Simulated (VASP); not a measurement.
Ir, 1 atom in the cell. The structure is cubic, space group Fm-3m (No. 225). The conventional cell has a = 3.839 Å, b = 3.839 Å, c = 3.839 Å, α = 90.00°, β = 90.00°, γ = 90.00°. Ir (site symmetry m-3m) has 12 Ir at 2.71 Å within 3.6 Å. 

```yaml
Program: VASP 6.6.1
Task: relaxation of cell and atoms
Functional: LDA
Potentials_or_basis: VASP PAW LDA potentials, release 64 (Ir)
Cutoff: 600 eV
k_mesh: 19 × 19 × 19
Occupations: fermi-dirac, width 0.1 eV
Spin: no spin polarisation
Dipole_correction: no
Further_INCAR_settings: ALGO = Normal; EDIFF = 1e-06; IBRION = 2; EDIFFG = -0.005; NSW = 60; ISIF = 3
```

Potentials or basis: VASP PAW LDA potentials, release 64 (Ir).

Launch:

```bash
$ cat potpaw_LDA.64/Ir/POTCAR > POTCAR
$ mpirun -np 1 vasp_std > vasp.out
```

Hardware: 1 thread of Intel Xeon 8259CL (shared host).

**Question.** How long does it take, and how much memory?

**Answer.** It took 45 s on 1 thread of Intel Xeon 8259CL, with other jobs on the host, peak memory 0.17 GiB. Counts: scf iterations 28, k points 220, ion steps 4.
